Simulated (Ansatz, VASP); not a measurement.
# One calculation of InSe, two programs

```
CELL_PARAMETERS angstrom
-4.03177 0.00000 0.00000
-2.01589 -3.49162 0.00000
-2.52006 -1.45496 16.76237
ATOMIC_POSITIONS crystal
In 0.26389 0.26389 0.16666
In 0.38887 0.38887 0.66666
In 0.19443 0.19443 0.33334
In 0.31941 0.31941 0.83334
Se 0.08753 0.08753 0.58987
Se 0.62922 0.62922 0.08987
Se 0.95408 0.95408 0.91013
Se 0.49577 0.49577 0.41013
```

Alike in both runs: task single point; functional PBE; dispersion D3(BJ); k mesh 9 × 9 × 2; occupations gaussian, width 0.03 eV; no spin polarisation.

```csv
,VASP,Ansatz
version,VASP 6.6.1,Ansatz 0.2.0
potentials or method,"VASP PAW PBE potentials, release 64 (In_d, Se), cutoff 520 eV","scalar-relativistic, plane waves, PAW"
valence electrons in the cell,76,116
```

Ansatz gave:

```
gap on the k mesh at the Fermi level (eV)                     : 0.32
least direct gap on the mesh (eV)                             : 0.32
pressure (GPa)                                                : 0.0
traceless stress, the component that is largest in VASP (GPa) : 0.19
rms of the force components (eV/Å)                            : 0.031
```

Problem. What did VASP give for the same quantities?

Solution. gap on the k mesh at the Fermi level (eV): 0.30; least direct gap on the mesh (eV): 0.30; pressure (GPa): 0.1; traceless stress, the component that is largest in VASP (GPa): 0.19; rms of the force components (eV/Å): 0.032.

Atom by atom the forces differ by 0.008 eV/Å (rms over components). VASP's potentials hold 76 valence electrons a cell and Ansatz's 116, so a difference there can come from the potentials and not from the codes.
